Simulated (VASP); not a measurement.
# SrTiO3 (Tausonite) (Pm-3m) in VASP: notebook

Runs on SrTiO3 (Tausonite). Level: PBE. Tasks: single point.

Program: VASP 6.6.1. These are calculated values, not measurements. Logs are shortened: lines on timing, memory, paths and dates and some standing lists are left out, and cuts for length are marked.

## (1) The cell of the first run

The structure is cubic, space group Pm-3m (No. 221). The conventional cell has a = 3.936 Å, b = 3.936 Å, c = 3.936 Å, α = 90.00°, β = 90.00°, γ = 90.00°. Within 3.7 Å of Sr (site symmetry m-3m) lie 12 O at 2.78 Å and 8 Ti at 3.41 Å. Within 2.6 Å of Ti (site symmetry m-3m) lie 6 O at 1.97 Å. O (site symmetry 4/mmm) has 2 Ti at 1.97 Å within 2.6 Å.

## (2) Single point, PBE, non-collinear spin, zero start, spin-orbit coupling

Contents of INCAR:

```
ALGO = Normal
EDIFF = 1E-6
ENCUT = 520
GGA = PE
GGA_COMPAT = False
ISIF = 2
ISMEAR = 0
LASPH = True
LCHARG = False
LMAXMIX = 4
LORBIT = 11
LORBMOM = True
LREAL = False
LSORBIT = True
LWAVE = False
MAGMOM = 0 0 0 0 0 0 0 0 0 0 0 0 0 0 0
NBANDS = 55
NELM = 150
PREC = Accurate
SIGMA = 0.02
```

Contents of KPOINTS:

```
k-points
0
Gamma
  8 8 8
```

Contents of POSCAR:

```
SrTiO3
1.0
    3.9364041143      0.0000000000      0.0000000000
    0.0000000000      3.9364041143      0.0000000000
    0.0000000000      0.0000000000      3.9364041143
Sr Ti O
1 1 3
Direct
    0.5000000000      0.5000000000      0.5000000000
    0.0000000000      0.0000000000      0.0000000000
    0.5000000000      0.0000000000      0.0000000000
    0.0000000000      0.5000000000      0.0000000000
    0.0000000000      0.0000000000      0.5000000000
```

Potentials or basis: VASP PAW PBE potentials, release 64 (Sr_sv, Ti_sv, O).

Launch:

```
cat potpaw_PBE.64/Sr_sv/POTCAR potpaw_PBE.64/Ti_sv/POTCAR potpaw_PBE.64/O/POTCAR > POTCAR
mpirun -np 1 vasp_ncl > vasp.out
```

OUTCAR:

```text
EDIFF = 1E-6
   ENCUT = 520
   GGA = PE
   ISIF = 2
   ISMEAR = 0
   LASPH = True
   LORBIT = 11
   LREAL = False
   LSORBIT = True
   NELM = 150
   PREC = Accurate

 ion  position               nearest neighbor table
   1  0.500  0.500  0.500-   3 2.78   4 2.78   5 2.78   3 2.78   4 2.78   3 2.78   5 2.78   3 2.78
                             4 2.78   5 2.78   4 2.78   5 2.78   2 3.41   2 3.41   2 3.41   2 3.41
   2  0.000  0.000  0.000-   3 1.97   4 1.97   5 1.97   5 1.97   4 1.97   3 1.97   1 3.41   1 3.41
                             1 3.41   1 3.41   1 3.41   1 3.41   1 3.41   1 3.41
   3  0.500  0.000  0.000-   2 1.97   2 1.97   1 2.78   1 2.78   1 2.78   1 2.78
   4  0.000  0.500  0.000-   2 1.97   2 1.97   1 2.78   1 2.78   1 2.78   1 2.78
   5  0.000  0.000  0.500-   2 1.97   2 1.97   1 2.78   1 2.78   1 2.78   1 2.78

  LATTYP: Found a simple cubic cell.
 ALAT       =     3.9364041143

  Lattice vectors:

 A1 = (   3.9364041143,   0.0000000000,   0.0000000000)
 A2 = (   0.0000000000,   3.9364041143,   0.0000000000)
 A3 = (   0.0000000000,   0.0000000000,   3.9364041143)

Analysis of symmetry for initial positions (statically):
=====================================================================
 Subroutine PRICEL returns:
 Original cell was already a primitive cell.

 Routine SETGRP: Setting up the symmetry group for a
 simple cubic supercell.

 Subroutine GETGRP returns: Found 48 space group operations
 (whereof 48 operations were pure point group operations)
 out of a pool of 48 trial point group operations.

The static configuration has the point symmetry O_h .

Analysis of symmetry for dynamics (positions and initial velocities):
=====================================================================
 Subroutine PRICEL returns:
 Original cell was already a primitive cell.

 Routine SETGRP: Setting up the symmetry group for a
 simple cubic supercell.

 Subroutine GETGRP returns: Found 48 space group operations
 (whereof 48 operations were pure point group operations)
 out of a pool of 48 trial point group operations.

The dynamic configuration has the point symmetry O_h .

Analysis of structural, dynamic, and magnetic symmetry:
=====================================================================
 Subroutine PRICEL returns:
 Original cell was already a primitive cell.

 Routine SETGRP: Setting up the symmetry group for a
 simple cubic supercell.

 Subroutine GETGRP returns: Found 48 space group operations
 (whereof 48 operations were pure point group operations)
 out of a pool of 48 trial point group operations.

The overall configuration has the point symmetry O_h .

[... 1520 lines left out ...]
  free  energy   TOTEN  =       -40.1950879224 eV

  energy  without entropy=      -40.1950879224  energy(sigma->0) =      -40.19508792

 orbital moment (x)

 # of ion     p       d       tot
 ----------------------------------------
  1        -0.000   0.000   0.000
  2        -0.000   0.000   0.000
  3         0.000   0.000   0.000
  4        -0.000   0.000  -0.000
  5        -0.000   0.000  -0.000
 ----------------------------------------
           -0.000   0.000   0.000

 orbital moment (y)

 # of ion     p       d       tot
 ----------------------------------------
  1        -0.000  -0.000  -0.000
  2        -0.000   0.000   0.000
  3        -0.000   0.000  -0.000
  4        -0.000   0.000  -0.000
  5         0.000   0.000   0.000
 ----------------------------------------
           -0.000  -0.000  -0.000

 orbital moment (z)

 # of ion     p       d       tot
 ----------------------------------------
  1         0.000   0.000   0.000
  2         0.000  -0.000  -0.000
  3         0.000   0.000   0.000
  4         0.000   0.000   0.000
  5         0.000   0.000   0.000
 ----------------------------------------
            0.000  -0.000  -0.000

 Spin-Orbit-Coupling matrix elements

 Ion:    1  E_soc:     -0.1742436
 l=   1
     0.0000000    -0.0290219    -0.0290219
    -0.0290219     0.0000000    -0.0290219
    -0.0290219    -0.0290219     0.0000000
 l=   2
     0.0000000    -0.0000042     0.0000000    -0.0000042    -0.0000144
    -0.0000042     0.0000000    -0.0000108    -0.0000042    -0.0000036
     0.0000000    -0.0000108     0.0000000    -0.0000108     0.0000000
    -0.0000042    -0.0000042    -0.0000108     0.0000000    -0.0000036
    -0.0000144    -0.0000036     0.0000000    -0.0000036     0.0000000
 l=   3
     0.0000000     0.0000000     0.0000000     0.0000000     0.0000000     0.0000000     0.0000000
     0.0000000     0.0000000     0.0000000     0.0000000     0.0000000     0.0000000     0.0000000
     0.0000000     0.0000000     0.0000000     0.0000000     0.0000000     0.0000000     0.0000000
     0.0000000     0.0000000     0.0000000     0.0000000     0.0000000     0.0000000     0.0000000
[... 69 lines left out ...]
 l=   2
     0.0000000     0.0000000     0.0000000     0.0000000     0.0000000
     0.0000000     0.0000000     0.0000000     0.0000000     0.0000000
     0.0000000     0.0000000     0.0000000     0.0000000     0.0000000
     0.0000000     0.0000000     0.0000000     0.0000000     0.0000000
     0.0000000     0.0000000     0.0000000     0.0000000     0.0000000
 l=   3
     0.0000000     0.0000000     0.0000000     0.0000000     0.0000000     0.0000000     0.0000000
     0.0000000     0.0000000     0.0000000     0.0000000     0.0000000     0.0000000     0.0000000
     0.0000000     0.0000000     0.0000000     0.0000000     0.0000000     0.0000000     0.0000000
     0.0000000     0.0000000     0.0000000     0.0000000     0.0000000     0.0000000     0.0000000
     0.0000000     0.0000000     0.0000000     0.0000000     0.0000000     0.0000000     0.0000000
     0.0000000     0.0000000     0.0000000     0.0000000     0.0000000     0.0000000     0.0000000
     0.0000000     0.0000000     0.0000000     0.0000000     0.0000000     0.0000000     0.0000000

 total charge

# of ion       s       p       d       tot
------------------------------------------
    1        1.997   5.812   0.192   8.002
    2        2.224   6.303   1.733  10.259
    3        1.564   3.481   0.000   5.045
    4        1.564   3.481   0.000   5.045
    5        1.564   3.481   0.000   5.045
--------------------------------------------------
tot          8.912  22.558   1.925  33.395

 magnetization (x)

# of ion       s       p       d       tot
------------------------------------------
    1       -0.000  -0.000   0.000   0.000
    2        0.000  -0.000  -0.000  -0.000
    3        0.000  -0.000   0.000  -0.000
    4        0.000  -0.000   0.000   0.000
    5       -0.000   0.000   0.000   0.000
--------------------------------------------------
tot         -0.000   0.000   0.000   0.000

 magnetization (y)

# of ion       s       p       d       tot
------------------------------------------
    1        0.000  -0.000  -0.000   0.000
    2        0.000   0.000  -0.000   0.000
    3        0.000   0.000   0.000   0.000
    4       -0.000  -0.000   0.000  -0.000
    5       -0.000   0.000   0.000  -0.000
--------------------------------------------------
tot          0.000   0.000  -0.000   0.000

 magnetization (z)

# of ion       s       p       d       tot
------------------------------------------
    1        0.000  -0.000  -0.000  -0.000
    2       -0.000   0.000   0.000   0.000
    3        0.000   0.000   0.000   0.000
    4       -0.000  -0.000   0.000  -0.000
    5       -0.000   0.000   0.000  -0.000
--------------------------------------------------
tot         -0.000  -0.000  -0.000  -0.000
```

OSZICAR:

```text
N       E                     dE             d eps       ncg     rms          rms(c)
DAV:   1     0.472638130762E+03    0.47264E+03   -0.19753E+04  3850   0.159E+03
DAV:   2     0.164995851426E+02   -0.45614E+03   -0.42275E+03  4138   0.462E+02
DAV:   3    -0.470361689520E+02   -0.63536E+02   -0.62560E+02  4863   0.169E+02
DAV:   4    -0.504371843330E+02   -0.34010E+01   -0.33882E+01  5892   0.366E+01
DAV:   5    -0.505878410159E+02   -0.15066E+00   -0.15051E+00  5328   0.612E+00    0.297E+01
DAV:   6    -0.401385648021E+02    0.10449E+02   -0.48417E+01  5649   0.652E+01    0.176E+01
DAV:   7    -0.403014359682E+02   -0.16287E+00   -0.82466E+00  5241   0.238E+01    0.128E+01
DAV:   8    -0.402554667225E+02    0.45969E-01   -0.12606E+00  5110   0.135E+01    0.354E+00
DAV:   9    -0.402049250033E+02    0.50542E-01   -0.31082E-01  5280   0.575E+00    0.116E+00
DAV:  10    -0.401990909611E+02    0.58340E-02   -0.80217E-02  4813   0.213E+00    0.744E-01
DAV:  11    -0.401951154389E+02    0.39755E-02   -0.12863E-02  5812   0.163E+00    0.163E-01
DAV:  12    -0.401951140401E+02    0.13988E-05   -0.18808E-03  4678   0.342E-01    0.854E-02
DAV:  13    -0.401950876507E+02    0.26389E-04   -0.26581E-04  5476   0.238E-01    0.678E-02
DAV:  14    -0.401950869432E+02    0.70757E-06   -0.15408E-04  5816   0.105E-01    0.236E-02
DAV:  15    -0.401950869811E+02   -0.37900E-07   -0.19050E-05  5161   0.351E-02    0.125E-02
DAV:  16    -0.401950879224E+02   -0.94134E-06   -0.20999E-06  4438   0.143E-02
   1 F= -.40195088E+02 E0= -.40195088E+02  d E =-.774000E-33  mag=    -0.0000     0.0000    -0.0000
```

Wall time 2.3 min (1 thread of AMD EPYC 9R45 (Zen 5), shared host); peak memory 0.36 GiB.

Results:

* Free energy: -40.1951 eV
* Pressure: 0.6 GPa
* Net moment: 0.00 μB per cell
* Valence electrons inside the program's atomic spheres: Sr 8.00; Ti 10.26; O 5.04

Moments on the atoms (μB; x, y, z):
```
Sr  0.00 0.00 0.00
Ti  0.00 0.00 0.00
O   0.00 0.00 0.00
O   0.00 0.00 0.00
O   0.00 0.00 0.00
```

## (3) Single point, PBE, non-collinear spin, zero start, spin-orbit coupling

Contents of INCAR:

```
SYSTEM = SrTiO3
PREC = Accurate ; ENCUT = 520
EDIFF = 1E-6 ; ISMEAR = 0
SIGMA = 0.02 ; LREAL = .FALSE.
LASPH = .TRUE. ; NELM = 150
ALGO = Normal ; ISIF = 2
LWAVE = .FALSE. ; LCHARG = .FALSE.
MAGMOM = 0 0 0 0 0 0 0 0 0 0 0 0 0 0 0 ; LORBIT = 11
LSORBIT = .TRUE. ; GGA_COMPAT = .FALSE.
LORBMOM = .TRUE. ; LMAXMIX = 4
GGA = PE ; NBANDS = 55
```

Contents of KPOINTS:

```
regular mesh
0
G
  8 8 8
  0 0 0
```

POSCAR is that of step 2.

Potentials or basis: VASP PAW PBE potentials, release 64 (Sr_sv, Ti_sv, O).

Launch:

```
cat potpaw_PBE.64/Sr_sv/POTCAR potpaw_PBE.64/Ti_sv/POTCAR potpaw_PBE.64/O/POTCAR > POTCAR
mpirun -np 1 vasp_ncl > vasp.out
```

OUTCAR:

```text
SYSTEM = SrTiO3
   PREC = Accurate
   ENCUT = 520
   EDIFF = 1E-6
   ISMEAR = 0
   LREAL = .FALSE.
   LASPH = .TRUE.
   NELM = 150
   ISIF = 2
   LORBIT = 11
   LSORBIT = .TRUE.
   GGA = PE

 ion  position               nearest neighbor table
   1  0.500  0.500  0.500-   3 2.78   4 2.78   5 2.78   3 2.78   4 2.78   3 2.78   5 2.78   3 2.78
                             4 2.78   5 2.78   4 2.78   5 2.78   2 3.41   2 3.41   2 3.41   2 3.41
   2  0.000  0.000  0.000-   3 1.97   4 1.97   5 1.97   5 1.97   4 1.97   3 1.97   1 3.41   1 3.41
                             1 3.41   1 3.41   1 3.41   1 3.41   1 3.41   1 3.41
   3  0.500  0.000  0.000-   2 1.97   2 1.97   1 2.78   1 2.78   1 2.78   1 2.78
   4  0.000  0.500  0.000-   2 1.97   2 1.97   1 2.78   1 2.78   1 2.78   1 2.78
   5  0.000  0.000  0.500-   2 1.97   2 1.97   1 2.78   1 2.78   1 2.78   1 2.78

  LATTYP: Found a simple cubic cell.
 ALAT       =     3.9364041143

  Lattice vectors:

 A1 = (   3.9364041143,   0.0000000000,   0.0000000000)
 A2 = (   0.0000000000,   3.9364041143,   0.0000000000)
 A3 = (   0.0000000000,   0.0000000000,   3.9364041143)

Analysis of symmetry for initial positions (statically):
[... 1618 lines left out ...]
     0.0000000     0.0000000     0.0000000     0.0000000     0.0000000     0.0000000     0.0000000
[... 69 lines left out ...]
 l=   2
     0.0000000     0.0000000     0.0000000     0.0000000     0.0000000
     0.0000000     0.0000000     0.0000000     0.0000000     0.0000000
     0.0000000     0.0000000     0.0000000     0.0000000     0.0000000
     0.0000000     0.0000000     0.0000000     0.0000000     0.0000000
     0.0000000     0.0000000     0.0000000     0.0000000     0.0000000
 l=   3
     0.0000000     0.0000000     0.0000000     0.0000000     0.0000000     0.0000000     0.0000000
     0.0000000     0.0000000     0.0000000     0.0000000     0.0000000     0.0000000     0.0000000
     0.0000000     0.0000000     0.0000000     0.0000000     0.0000000     0.0000000     0.0000000
     0.0000000     0.0000000     0.0000000     0.0000000     0.0000000     0.0000000     0.0000000
     0.0000000     0.0000000     0.0000000     0.0000000     0.0000000     0.0000000     0.0000000
     0.0000000     0.0000000     0.0000000     0.0000000     0.0000000     0.0000000     0.0000000
     0.0000000     0.0000000     0.0000000     0.0000000     0.0000000     0.0000000     0.0000000

 total charge

# of ion       s       p       d       tot
------------------------------------------
    1        1.997   5.812   0.192   8.002
    2        2.224   6.303   1.733  10.259
    3        1.564   3.481   0.000   5.045
    4        1.564   3.481   0.000   5.045
    5        1.564   3.481   0.000   5.045
--------------------------------------------------
tot          8.912  22.558   1.925  33.395

 magnetization (x)

# of ion       s       p       d       tot
------------------------------------------
    1       -0.000  -0.000   0.000   0.000
    2        0.000  -0.000  -0.000  -0.000
    3        0.000  -0.000   0.000  -0.000
    4        0.000  -0.000   0.000   0.000
    5       -0.000   0.000   0.000   0.000
--------------------------------------------------
tot         -0.000   0.000   0.000   0.000

 magnetization (y)

# of ion       s       p       d       tot
------------------------------------------
    1        0.000  -0.000  -0.000   0.000
    2        0.000   0.000  -0.000   0.000
    3        0.000   0.000   0.000   0.000
    4       -0.000  -0.000   0.000  -0.000
    5       -0.000   0.000   0.000  -0.000
--------------------------------------------------
tot          0.000   0.000  -0.000   0.000

 magnetization (z)

# of ion       s       p       d       tot
------------------------------------------
    1        0.000  -0.000  -0.000  -0.000
    2       -0.000   0.000   0.000   0.000
    3        0.000   0.000   0.000   0.000
    4       -0.000  -0.000   0.000  -0.000
    5       -0.000   0.000   0.000  -0.000
--------------------------------------------------
tot         -0.000  -0.000  -0.000  -0.000
```

OSZICAR:

```text
N       E                     dE             d eps       ncg     rms          rms(c)
DAV:   1     0.472638130762E+03    0.47264E+03   -0.19753E+04  3850   0.159E+03
DAV:   2     0.164995851426E+02   -0.45614E+03   -0.42275E+03  4138   0.462E+02
DAV:   3    -0.470361689520E+02   -0.63536E+02   -0.62560E+02  4863   0.169E+02
DAV:   4    -0.504371843330E+02   -0.34010E+01   -0.33882E+01  5892   0.366E+01
DAV:   5    -0.505878410159E+02   -0.15066E+00   -0.15051E+00  5328   0.612E+00    0.297E+01
DAV:   6    -0.401385648021E+02    0.10449E+02   -0.48417E+01  5649   0.652E+01    0.176E+01
DAV:   7    -0.403014359682E+02   -0.16287E+00   -0.82466E+00  5241   0.238E+01    0.128E+01
DAV:   8    -0.402554667225E+02    0.45969E-01   -0.12606E+00  5110   0.135E+01    0.354E+00
DAV:   9    -0.402049250033E+02    0.50542E-01   -0.31082E-01  5280   0.575E+00    0.116E+00
DAV:  10    -0.401990909611E+02    0.58340E-02   -0.80217E-02  4813   0.213E+00    0.744E-01
DAV:  11    -0.401951154389E+02    0.39755E-02   -0.12863E-02  5812   0.163E+00    0.163E-01
DAV:  12    -0.401951140401E+02    0.13988E-05   -0.18808E-03  4678   0.342E-01    0.854E-02
DAV:  13    -0.401950876507E+02    0.26389E-04   -0.26581E-04  5476   0.238E-01    0.678E-02
DAV:  14    -0.401950869432E+02    0.70757E-06   -0.15408E-04  5816   0.105E-01    0.236E-02
DAV:  15    -0.401950869811E+02   -0.37900E-07   -0.19050E-05  5161   0.351E-02    0.125E-02
DAV:  16    -0.401950879224E+02   -0.94134E-06   -0.20999E-06  4438   0.143E-02
   1 F= -.40195088E+02 E0= -.40195088E+02  d E =-.774000E-33  mag=    -0.0000     0.0000    -0.0000
```

stdout:

```text
POSCAR found type information on POSCAR SrTiO
 POSCAR found :  3 types and       5 ions
 scaLAPACK will be used
 LDA part: xc-table for (Slater+PW92), standard interpolation
 POSCAR, INCAR and KPOINTS ok, starting setup
 FFT: planning ... GRIDC
 FFT: planning ... GRID_SOFT
 FFT: planning ... GRID
 WAVECAR not read
 entering main loop
```

Run time: 2.3 min. Hardware: 1 thread of AMD EPYC 9R45 (Zen 5), shared host; peak memory 0.36 GiB.

Results:

```
Free energy                                           : -40.1951 eV
Pressure                                              : 0.6 GPa
Net moment                                            : 0.00 μB per cell
Valence electrons inside the program's atomic spheres : Sr 8.00; Ti 10.26; O 5.04
```

Moments on the atoms (μB; x, y, z):
```
Sr  0.00 0.00 0.00
Ti  0.00 0.00 0.00
O   0.00 0.00 0.00
O   0.00 0.00 0.00
O   0.00 0.00 0.00
```
